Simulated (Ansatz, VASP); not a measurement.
# K in VASP and in Ansatz

```
K
1.0
     3.61149    0.00000    0.00000
    -1.80575    3.12764    0.00000
     0.00000    0.00000    3.39480
K
1
Direct
  0.00000 0.00000 0.00000
```

Change from the starting cell: volume scaled by 0.5, LAPW.

Alike in both runs: task single point; functional PBE; k mesh 10 × 10 × 9; occupations fermi-dirac, width 0.08 eV; no spin polarisation.

```csv
,VASP,Ansatz
version,VASP 6.6.1,Ansatz 0.2.0
potentials or method,"VASP PAW PBE potentials, release 64 (K_sv), cutoff 520 eV","all-electron LAPW, scalar-relativistic"
```

|  | VASP | Ansatz | Ansatz less VASP |
| --- | --- | --- | --- |
| pressure (GPa) | 7.8 | 7.8 | +0.01 |
| traceless stress, the component that is largest in VASP (GPa) | -0.18 | -0.18 | -0.002 |

Ansatz ran all-electron here, and VASP with PAW potentials.
